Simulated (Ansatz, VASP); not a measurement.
# P in VASP and in Ansatz

The input INCAR:

```
SYSTEM = P
PREC = Accurate ; ENCUT = 520
EDIFF = 1E-6 ; ISMEAR = -1
SIGMA = 0.1 ; LREAL = .FALSE.
LASPH = .TRUE. ; NELM = 80
ALGO = Normal ; ISIF = 2
LWAVE = .FALSE. ; LCHARG = .FALSE.
GGA = RE ; NBANDS = 8
```

The input KPOINTS:

```
Automatic mesh
0
G
  16 16 16
  0 0 0
```

POSCAR

```
P
1.0
   -1.4895007368      1.4895007368      1.4895007368
    1.4895007368     -1.4895007368      1.4895007368
    1.4895007368      1.4895007368     -1.4895007368
P
1
Direct
    0.0000000000      0.0000000000      0.0000000000
```

Input for Ansatz:

```yaml
crystal:
  lattice:
    - [-1.4895007368, 1.4895007368, 1.4895007368]
    - [1.4895007368, -1.4895007368, 1.4895007368]
    - [1.4895007368, 1.4895007368, -1.4895007368]
  atoms:
    - { symbol: P, position: [0.0, 0.0, 0.0] }
hamiltonian:
  xc: revpbe
  pseudopotentials:
    kind: paw
    azcp:
      P: "pseudopotentials/P.paw.azcp"
basis:
  ecutwfc: 420
  fft_grid_basis: typed
kpoints:
  mp_grid: { grid: [16, 16, 16], shift: [0, 0, 0] }
magnetization:
  spin_polarized: false
scf:
  occupations: { method: fermi_dirac, width: 0.1 }
  lower_state_search: "off"
output:
  stress: true
```

Alike in both runs: task single point; functional revPBE; k mesh 16 × 16 × 16; occupations fermi-dirac, width 0.1 eV; no spin polarisation.

```csv
,VASP,Ansatz
version,VASP 6.6.1,Ansatz 0.2.0
potentials or method,"VASP PAW PBE potentials, release 64 (P), cutoff 520 eV","plane waves (420 eV) with PAW, scalar-relativistic"
valence electrons in the cell,5,5
```

```csv
,VASP,Ansatz,Ansatz less VASP
pressure (GPa),8.5,9.2,+0.63
```

VASP's potentials were made for PBE, not for revPBE.
